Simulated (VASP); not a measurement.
# B (Im-3m) in VASP: a series of runs

The runs below take B through density of states, with PBEsol.

Everything below comes from runs of VASP 6.6.1. Logs are shortened: lines on timing, memory, paths and dates and some standing lists are left out, and cuts for length are marked.

## Step 1: The cell of the first run

Symmetry: Im-3m, No. 229, cubic system. Conventional cell: a = 2.201 Å, b = 2.201 Å, c = 2.201 Å, α = 90.00°, β = 90.00°, γ = 90.00°. Within 2.5 Å of B (site symmetry m-3m) lie 14 B at 1.91 to 2.20 Å.

## Step 2: Density of states, PBEsol (volume scaled by 0.88)

POSCAR

```
B
1.0
   -1.1007316360      1.1007316360      1.1007316360
    1.1007316360     -1.1007316360      1.1007316360
    1.1007316360      1.1007316360     -1.1007316360
B
1
Direct
    0.0000000000      0.0000000000      0.0000000000
```

INCAR.step1

```
  ALGO = Normal
  EDIFF = 1E-7
  ENCUT = 520
  GGA = PS
  ISIF = 2
  ISMEAR = -1
  LASPH = True
  LCHARG = True
  LREAL = False
  LWAVE = False
  NBANDS = 8
  NELM = 60
  PREC = Accurate
  SIGMA = 0.08
```

KPOINTS.step1

```
k-points
0
Gamma
  25 25 25
```

INCAR.step2

```
  ALGO = Normal
  EDIFF = 1E-7
  ENCUT = 520
  GGA = PS
  ICHARG = 11
  ISIF = 2
  ISMEAR = -5
  LASPH = True
  LCHARG = False
  LORBIT = 10
  LREAL = False
  LWAVE = False
  NEDOS = 2001
  NELM = 60
  PREC = Accurate
  SIGMA = 0.08
```

KPOINTS.step2

```
k-points
0
Gamma
  38 38 38
```

Potentials or basis: VASP PAW PBE potentials, release 64 (B).

Run with:

```bash
> cat potpaw_PBE.64/B/POTCAR > POTCAR
> cp INCAR.step1 INCAR
> cp KPOINTS.step1 KPOINTS
> mpirun -np 1 vasp_std > vasp.out
> cp INCAR.step2 INCAR
> cp KPOINTS.step2 KPOINTS
> mpirun -np 1 vasp_std > vasp.out
```

OUTCAR:

```text
EDIFF = 1E-7
   ENCUT = 520
   GGA = PS
   ICHARG = 11
   ISIF = 2
   ISMEAR = -5
   LASPH = True
   LORBIT = 10
   LREAL = False
   NELM = 60
   PREC = Accurate

 ion  position               nearest neighbor table
   1  0.000  0.000  0.000-

  LATTYP: Found a body centered cubic cell.
 ALAT       =     2.2014632720

  Lattice vectors:

 A1 = (  -1.1007316360,   1.1007316360,   1.1007316360)
 A2 = (   1.1007316360,  -1.1007316360,   1.1007316360)
 A3 = (   1.1007316360,   1.1007316360,  -1.1007316360)

Analysis of symmetry for initial positions (statically):
=====================================================================
 Subroutine PRICEL returns:
 Original cell was already a primitive cell.

 Routine SETGRP: Setting up the symmetry group for a
 body centered cubic supercell.

 Subroutine GETGRP returns: Found 48 space group operations
 (whereof 48 operations were pure point group operations)
 out of a pool of 48 trial point group operations.

The static configuration has the point symmetry O_h .

Analysis of symmetry for dynamics (positions and initial velocities):
=====================================================================
 Subroutine PRICEL returns:
 Original cell was already a primitive cell.

 Routine SETGRP: Setting up the symmetry group for a
 body centered cubic supercell.

 Subroutine GETGRP returns: Found 48 space group operations
 (whereof 48 operations were pure point group operations)
 out of a pool of 48 trial point group operations.

The dynamic configuration has the point symmetry O_h .

 Subroutine INISYM returns: Found 48 space group operations
 (whereof 48 operations are pure point group operations),
 and found     1 'primitive' translations

----------------------------------------------------------------------------------------

                                     Primitive cell

  volume of cell :       5.3346

  direct lattice vectors                    reciprocal lattice vectors
    -1.100731636  1.100731636  1.100731636     0.000000000  0.454243327  0.454243327
     1.100731636 -1.100731636  1.100731636     0.454243327  0.000000000  0.454243327
     1.100731636  1.100731636 -1.100731636     0.454243327  0.454243327  0.000000000

  length of vectors
     1.906523119  1.906523119  1.906523119     0.642397073  0.642397073  0.642397073

  position of ions in fractional coordinates (direct lattice)
     0.000000000  0.000000000  0.000000000

  ion indices of the primitive-cell ions
   primitive index   ion index
                 1           1
[... 71 lines left out ...]
   LASPH  =      T    aspherical Exc in radial PAW
   ENCUT  =  520.0 eV  38.22 Ry    6.18 a.u.   3.54  3.54  3.54*2*pi/ulx,y,z
   NELM   =     60;   NELMIN=  2; NELMDL=  0     # of ELM steps
   EDIFF  = 0.1E-06   stopping-criterion for ELM
   LREAL  =      F    real-space projection
   EDIFFG = 0.1E-05   stopping-criterion for IOM
   NSW    =      0    number of steps for IOM
   IBRION =     -1    ionic relax: 0-MD 1-quasi-New 2-CG
   NFREE  =      0    steps in history (QN), initial steepest desc. (CG)
   ISIF   =      2    stress and relaxation
   ISYM   =      2    0-nonsym 1-usesym 2-fastsym
   POTIM  = 0.5000    time-step for ionic-motion
   TEBEG  =    0.0;   TEEND  =   0.0 temperature during run
   PSTRESS=    0.0 pullay stress
   NELECT =       3.0000    total number of electrons
   NUPDOWN=      -1.0000    fix difference up-down
   EMIN   =  10.00;   EMAX   =-10.00  energy-range for DOS
   EFERMI =   0.00;   METHOD = LEGACY
   ISMEAR =    -5;   SIGMA  =   0.08  broadening in eV -4-tet -1-fermi 0-gaus
   EFERMI_NEDOS =   21; number of points for ismear=-14 and -15
   IALGO  =     38    algorithm
   IMIX   =      4    mixing-type and parameters
     AMIX     =   0.40;   BMIX     =  1.00
     AMIX_MAG =   1.60;   BMIX_MAG =  1.00
  volume/ion in A,a.u.               =       5.33        36.00
  Fermi-wavevector in a.u.,A,eV,Ry     =   1.351286  2.553559 24.843866  1.825973
  Thomas-Fermi vector in A             =   2.478720
   LORBIT       =     10    0 simple, 1 ext, 2 COOP (PROOUT), +10 PAW based schemes
   GGA     = PS    functional components
   LHFCALC =     F    Hartree Fock is set to
   AEXX    =    0.0000 exact exchange contribution
   IVDW    =     0    specifies the selected vdW correction
   LEPSILON=     F    determine dielectric tensor
   LRPA    =     F    only Hartree local field effects (RPA)
 non-spin polarized calculation
 Fermi weights with tetrahedron method with Bloechl corrections
  energy-cutoff  :      520.00
  volume of cell :        5.33
 maximum number of plane-waves:       152

 number of electron       3.0000000 magnetization

 Free energy of the ion-electron system (eV)
  ---------------------------------------------------
  ext. energy  EPLUGINS =         0.00000000
  ---------------------------------------------------
  free energy    TOTEN  =        -5.31052094 eV

  energy without entropy =       -5.31052094  energy(sigma->0) =       -5.31052094

 E-fermi :  11.7675     XC(G=0): -13.4650

 val. band max:       11.8034091564   @ k =   0.2105   0.2105   0.1842
 cond. band min:      11.5369235856   @ k =   0.2105   0.2105   0.2105
 fundamental gap:     -0.2664855707
 Fermi energy:        11.7674686247

 k-point     1 :       0.0000    0.0000    0.0000
  band No.  band energies     occupation
      1      -8.5906      2.00000
      2      29.4268      0.00000
      3      29.4268      0.00000
      4      29.4268      0.00000
      5      48.4609      0.00000
[... 177 lines left out ...]
 k-point    24 :       0.1053    0.0263   -0.0000
  band No.  band energies     occupation
      1      -7.8863      2.00000
      2      26.9782      0.00000
      3      27.7521      0.00000
      4      28.8809      0.00000
      5      43.4262      0.00000

 [... further k-points ...]
[... 5 lines left out ...]
  --------------------------------------------------------------------------------------
  -------------------------------------------------------------------------------------
  Total        1.3332083      1.3332083      1.3332083      0.0000000      0.0000000      0.0000000
  in kB      400.4093784    400.4093784    400.4093784      0.0000000      0.0000000      0.0000000
  external PRESSURE =     400.4093784 kB  Pullay stress =       0.0000000 kB

 VOLUME and BASIS-vectors are now :
 -----------------------------------------------------------------------------
  energy-cutoff  :      520.00
  volume of cell :        5.33
      direct lattice vectors                 reciprocal lattice vectors
    -1.100731636  1.100731636  1.100731636     0.000000000  0.454243327  0.454243327
     1.100731636 -1.100731636  1.100731636     0.454243327  0.000000000  0.454243327
     1.100731636  1.100731636 -1.100731636     0.454243327  0.454243327  0.000000000

 POSITION                                       TOTAL-FORCE (eV/Angst)
 -----------------------------------------------------------------------------------
      0.00000      0.00000      0.00000         0.000000     -0.000000     -0.000000
 -----------------------------------------------------------------------------------
    total drift:                               -0.000000      0.000000     -0.000000

  FREE ENERGIE OF THE ION-ELECTRON SYSTEM (eV)
  ---------------------------------------------------
  free  energy   TOTEN  =        -5.3105209369 eV

  energy  without entropy=       -5.3105209369  energy(sigma->0) =       -5.31052094

 total charge

# of ion       s       p       d       tot
------------------------------------------
    1        0.685   1.199   0.000   1.883
```

OSZICAR.step1:

```text
N       E                     dE             d eps       ncg     rms          rms(c)
DAV:   1    -0.347259702875E+01   -0.34726E+01   -0.16779E+03  8352   0.307E+02
DAV:   2    -0.531823419502E+01   -0.18456E+01   -0.17911E+01  9472   0.344E+01
DAV:   3    -0.531982040584E+01   -0.15862E-02   -0.15861E-02  8112   0.106E+00
DAV:   4    -0.531982044355E+01   -0.37718E-07   -0.38026E-07 10216   0.499E-03
DAV:   5    -0.531982044413E+01   -0.57881E-09   -0.14463E-11  8176   0.202E-05    0.189E+00
DAV:   6    -0.531525635357E+01    0.45641E-02   -0.11469E-04  7872   0.922E-02    0.113E+00
DAV:   7    -0.531287068161E+01    0.23857E-02   -0.30409E-04  7472   0.154E-01    0.227E-02
DAV:   8    -0.531287120140E+01   -0.51979E-06   -0.11293E-07  9224   0.252E-03    0.725E-03
DAV:   9    -0.531287096941E+01    0.23199E-06   -0.23842E-08  5816   0.130E-03    0.194E-04
DAV:  10    -0.531287097487E+01   -0.54592E-08   -0.14104E-10  3960   0.989E-05
   1 F= -.53128710E+01 E0= -.53110618E+01  d E =-.361831E-02
```

Wall time 2 min (1 thread of AMD EPYC 7R13, shared host); peak memory 0.17 GiB.

What came out:

```yaml
Valence_electrons_inside_the_program's_atomic_spheres: B 1.88
```

Levels at points of the mesh, in eV from the Fermi level:
| k point | band 1 | band 2 | band 3 | band 4 | band 5 |
| --- | --- | --- | --- | --- | --- |
| (0.00, 0.00, 0.00) | -20.36 | 17.66 | 17.66 | 17.66 | 36.69 |
| (0.50, 0.00, 0.00) | -10.40 | -4.64 | 9.82 | 14.15 | 23.77 |
| (0.50, 0.50, 0.50) | 0.38 | 0.38 | 0.38 | 10.51 | 10.51 |

Caveat: the cell differs from its parent crystal (volume scaled by 0.88); the PAW data sets were made with another functional, which shifts forces and pressure a little; tetrahedron occupations give inexact forces and stress in metals.

## Step 3: Density of states, PBEsol (volume scaled by 0.88)

POSCAR is that of step 2.

INCAR.step1

```
SYSTEM = B
PREC = Accurate
ENCUT = 520
EDIFF = 1E-6
ISMEAR = -1
SIGMA = 0.08
LREAL = .FALSE.
LASPH = .TRUE.
NELM = 60
ALGO = Normal
ISIF = 2
LWAVE = .FALSE.
LCHARG = .TRUE.
GGA = PS
NBANDS = 8
```

KPOINTS.step1

```
regular mesh
0
G
  25 25 25
  0 0 0
```

INCAR.step2

```
SYSTEM = B
PREC = Accurate
ENCUT = 520
EDIFF = 1E-6
ISMEAR = -5
SIGMA = 0.08
LREAL = .FALSE.
LASPH = .TRUE.
NELM = 60
ALGO = Normal
ISIF = 2
LWAVE = .FALSE.
LCHARG = .FALSE.
GGA = PS
LORBIT = 11
NBANDS = 8
NEDOS = 1001
ICHARG = 11
```

KPOINTS.step2

```
regular mesh
0
G
  38 38 38
  0 0 0
```

Potentials or basis: VASP PAW PBE potentials, release 64 (B).

Run with:

```bash
> cat potpaw_PBE.64/B/POTCAR > POTCAR
> cp INCAR.step1 INCAR
> cp KPOINTS.step1 KPOINTS
> mpirun -np 1 vasp_std > vasp.out
> cp INCAR.step2 INCAR
> cp KPOINTS.step2 KPOINTS
> mpirun -np 1 vasp_std > vasp.out
```

It took 2.3 min on 1 thread of AMD EPYC 7R13, shared host; peak memory 0.22 GiB.

The run converged. Its results:

```
Valence electrons inside the program's atomic spheres : B 1.88
```

Levels at points of the mesh, in eV from the Fermi level:
```tsv
k point	band 1	band 2	band 3	band 4	band 5	band 6
(0.00, 0.00, 0.00)	-20.36	17.66	17.66	17.66	36.69	36.69
(0.50, 0.00, 0.00)	-10.40	-4.64	9.82	14.15	23.77	28.61
(0.50, 0.50, 0.50)	0.38	0.38	0.38	10.51	10.51	14.34
```

Caveat: the cell differs from its parent crystal (volume scaled by 0.88); the PAW data sets were made with another functional, which shifts forces and pressure a little; tetrahedron occupations give inexact forces and stress in metals.

## Step 4: Density of states, PBEsol

This run uses another cell than the first one, of 6.06 Å³/atom, 1.136 times its volume.

POSCAR

```
B
1.0
   -1.1486486980      1.1486486980      1.1486486980
    1.1486486980     -1.1486486980      1.1486486980
    1.1486486980      1.1486486980     -1.1486486980
B
1
Direct
    0.0000000000      0.0000000000      0.0000000000
```

INCAR.step1

```
SYSTEM = B
  PREC = Accurate
  ENCUT = 520
  EDIFF = 1E-7
  ISMEAR = -1
  SIGMA = 0.08
  LREAL = .FALSE.
  LASPH = .TRUE.
  NELM = 60
  ALGO = Normal
  ISIF = 2
  LWAVE = .FALSE.
  LCHARG = .TRUE.
  GGA = PS
  NBANDS = 8
```

KPOINTS.step1

```
Automatic mesh
0
G
  25 25 25
  0 0 0
```

INCAR.step2

```
SYSTEM = B
  PREC = Accurate
  ENCUT = 520
  EDIFF = 1E-7
  ISMEAR = -5
  SIGMA = 0.08
  LREAL = .FALSE.
  LASPH = .TRUE.
  NELM = 60
  ALGO = Normal
  ISIF = 2
  LWAVE = .FALSE.
  LCHARG = .FALSE.
  GGA = PS
  LORBIT = 11
  NEDOS = 1001
  ICHARG = 11
```

KPOINTS.step2

```
Automatic mesh
0
G
  38 38 38
  0 0 0
```

Potentials or basis: VASP PAW PBE potentials, release 64 (B).

Run with:

```bash
> cat potpaw_PBE.64/B/POTCAR > POTCAR
> cp INCAR.step1 INCAR
> cp KPOINTS.step1 KPOINTS
> mpirun -np 1 vasp_std > vasp.out
> cp INCAR.step2 INCAR
> cp KPOINTS.step2 KPOINTS
> mpirun -np 1 vasp_std > vasp.out
```

OUTCAR:

```text
SYSTEM = B
   PREC = Accurate
   ENCUT = 520
   EDIFF = 1E-7
   ISMEAR = -5
   LREAL = .FALSE.
   LASPH = .TRUE.
   NELM = 60
   ISIF = 2
   GGA = PS
   LORBIT = 11
   ICHARG = 11

 ion  position               nearest neighbor table
   1  0.000  0.000  0.000-

  LATTYP: Found a body centered cubic cell.
 ALAT       =     2.2972973960

  Lattice vectors:

 A1 = (  -1.1486486980,   1.1486486980,   1.1486486980)
 A2 = (   1.1486486980,  -1.1486486980,   1.1486486980)
 A3 = (   1.1486486980,   1.1486486980,  -1.1486486980)

Analysis of symmetry for initial positions (statically):
=====================================================================
 Subroutine PRICEL returns:
 Original cell was already a primitive cell.

 Routine SETGRP: Setting up the symmetry group for a
 body centered cubic supercell.

 Subroutine GETGRP returns: Found 48 space group operations
 (whereof 48 operations were pure point group operations)
[... 156 lines left out ...]
  ---------------------------------------------------
  ext. energy  EPLUGINS =         0.00000000
  ---------------------------------------------------
  free energy    TOTEN  =        -5.39391708 eV

  energy without entropy =       -5.39391708  energy(sigma->0) =       -5.39391708

 E-fermi :  10.1562     XC(G=0): -12.9257

 val. band max:       10.1884726265   @ k =  -0.3684   0.4737   0.2632
 cond. band min:      10.1318644636   @ k =   0.2105   0.2105   0.2105
 fundamental gap:     -0.0566081629
 Fermi energy:        10.1562422952

 k-point     1 :       0.0000    0.0000    0.0000
  band No.  band energies     occupation
      1      -8.6495      2.00000
      2      25.8892      0.00000
      3      25.8892      0.00000
      4      25.8892      0.00000
      5      44.2124      0.00000
[... 177 lines left out ...]
 k-point    24 :       0.1053    0.0263    0.0000
  band No.  band energies     occupation
      1      -7.9877      2.00000
      2      23.7183      0.00000
      3      24.4464      0.00000
      4      25.4304      0.00000
      5      39.6186      0.00000

 [... further k-points ...]
[... 5 lines left out ...]
  --------------------------------------------------------------------------------------
  -------------------------------------------------------------------------------------
  Total        0.0035750      0.0035750      0.0035750     -0.0000000     -0.0000000      0.0000000
  in kB        0.9448648      0.9448648      0.9448648     -0.0000000     -0.0000000      0.0000000
  external PRESSURE =       0.9448648 kB  Pullay stress =       0.0000000 kB

 VOLUME and BASIS-vectors are now :
 -----------------------------------------------------------------------------
  energy-cutoff  :      520.00
  volume of cell :        6.06
      direct lattice vectors                 reciprocal lattice vectors
    -1.148648698  1.148648698  1.148648698     0.000000000  0.435294099  0.435294099
     1.148648698 -1.148648698  1.148648698     0.435294099  0.000000000  0.435294099
     1.148648698  1.148648698 -1.148648698     0.435294099  0.435294099  0.000000000

 POSITION                                       TOTAL-FORCE (eV/Angst)
 -----------------------------------------------------------------------------------
      0.00000      0.00000      0.00000         0.000000      0.000000     -0.000000
 -----------------------------------------------------------------------------------
    total drift:                               -0.000000     -0.000000      0.000000

  FREE ENERGIE OF THE ION-ELECTRON SYSTEM (eV)
  ---------------------------------------------------
  free  energy   TOTEN  =        -5.3939170777 eV

  energy  without entropy=       -5.3939170777  energy(sigma->0) =       -5.39391708

 total charge

# of ion       s       p       d       tot
------------------------------------------
    1        0.670   1.070   0.000   1.740
```

OSZICAR.step1:

```text
N       E                     dE             d eps       ncg     rms          rms(c)
DAV:   1    -0.357525359600E+01   -0.35753E+01   -0.15436E+03  8080   0.297E+02
DAV:   2    -0.539898647053E+01   -0.18237E+01   -0.17382E+01  9568   0.327E+01
DAV:   3    -0.540103955106E+01   -0.20531E-02   -0.20530E-02  8192   0.117E+00
DAV:   4    -0.540103961793E+01   -0.66869E-07   -0.66500E-07 10144   0.622E-03
DAV:   5    -0.540103961776E+01    0.17585E-09   -0.28441E-11  8288   0.261E-05    0.157E+00
DAV:   6    -0.539795715122E+01    0.30825E-02   -0.23379E-04  8272   0.128E-01    0.932E-01
DAV:   7    -0.539628337865E+01    0.16738E-02   -0.58876E-04  8224   0.204E-01    0.229E-02
DAV:   8    -0.539628357096E+01   -0.19231E-06   -0.15423E-06  8160   0.102E-02    0.478E-03
DAV:   9    -0.539628310097E+01    0.46999E-06   -0.28833E-08  6824   0.150E-03    0.497E-04
DAV:  10    -0.539628315707E+01   -0.56100E-07   -0.64322E-10  3960   0.178E-04
   1 F= -.53962832E+01 E0= -.53941958E+01  d E =-.417468E-02
```

Wall time 2 min (1 thread of AMD EPYC 7R13, shared host); peak memory 0.18 GiB.

What came out:

- Valence electrons inside the program's atomic spheres: B 1.74

Levels at points of the mesh, in eV from the Fermi level:
| k point | band 1 | band 2 | band 3 | band 4 | band 5 |
| --- | --- | --- | --- | --- | --- |
| (0.00, 0.00, 0.00) | -18.81 | 15.73 | 15.73 | 15.73 | 34.06 |
| (0.50, 0.00, 0.00) | -9.29 | -4.61 | 8.80 | 12.77 | 22.30 |
| (0.50, 0.50, 0.50) | 0.39 | 0.39 | 0.39 | 10.20 | 10.20 |

Caveat: the PAW data sets were made with another functional, which shifts forces and pressure a little; tetrahedron occupations give inexact forces and stress in metals.
